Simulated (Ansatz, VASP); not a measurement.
## One calculation of Sn, two programs

The input INCAR:

```
SYSTEM = Sn
PREC     = Accurate       ! precision mode
ENCUT    = 520            ! plane-wave cutoff, eV
EDIFF    = 1E-6           ! SCF threshold, eV
ISMEAR   = -1             ! smearing method
SIGMA    = 0.05           ! smearing width, eV
LREAL    = .FALSE.        ! projectors in reciprocal space
LASPH    = .TRUE.         ! aspherical terms in the spheres
NELM     = 100            ! most SCF steps
ALGO     = Normal         ! electronic algorithm
ISIF     = 2              ! what is computed and relaxed
LWAVE    = .FALSE.        ! write WAVECAR
LCHARG   = .TRUE.         ! write CHGCAR
GGA      = PE             ! functional
LELF     = .TRUE.         ! ELF
LVHAR    = .TRUE.       
NBANDS   = 13             ! bands
```

KPOINTS

```
Automatic mesh
0
G
  13 13 12
  0 0 0
```

The input POSCAR:

```
Sn
1.0
    3.2675336323      0.0000000000      0.0000000000
   -1.6337668161      2.8297671333      0.0000000000
    0.0000000000      0.0000000000      3.0815112622
Sn
1
Direct
    0.0000000000      0.0000000000      0.0000000000
```

Input for Ansatz:

```yaml
crystal:
  lattice:
    - [3.2675336323, 0.0, 0.0]
    - [-1.6337668161, 2.8297671333, 0.0]
    - [0.0, 0.0, 3.0815112622]
  atoms:
    - { symbol: Sn, position: [0.0, 0.0, 0.0] }
kpoints:
  mp_grid: { grid: [13, 13, 12] }
  band_path:
    path:
      - [0.0, 0.0, 0.0]
      - [0.5, 0.0, 0.0]
      - [0.3333333333, 0.3333333333, 0.0]
      - [0.0, 0.0, 0.0]
      - [0.0, 0.0, 0.5]
      - [0.5, 0.0, 0.5]
      - [0.3333333333, 0.3333333333, 0.5]
      - [0.0, 0.0, 0.5]
      - [0.5, 0.0, 0.5]
    npoints: 14
scf:
  occupations: { method: fermi_dirac, width: 0.05 }
hamiltonian:
  xc: pbe
  pseudopotentials: { kind: all_electron, lapw: { basis_error: 0.001 } }
output:
  forces: true
  stress: true
  eigenvalues: true
  populations: true
  dos: { projected: true, de: 0.2, e_range: [-14, 8] }
```

Alike in both runs: task single point; functional PBE; k mesh 13 × 13 × 12; occupations fermi-dirac, width 0.05 eV; no spin polarisation.

|  | VASP | Ansatz |
| --- | --- | --- |
| version | VASP 6.6.1 | Ansatz 0.2.0 |
| potentials or method | VASP PAW PBE potentials, release 64 (Sn_d), cutoff 520 eV | all-electron LAPW, scalar-relativistic |

VASP gave:

- pressure (GPa): -0.1

Problem. What did Ansatz give for the same quantities?

Solution. Pressure (GPa): 0.0.

Ansatz ran all-electron here, and VASP with PAW potentials.
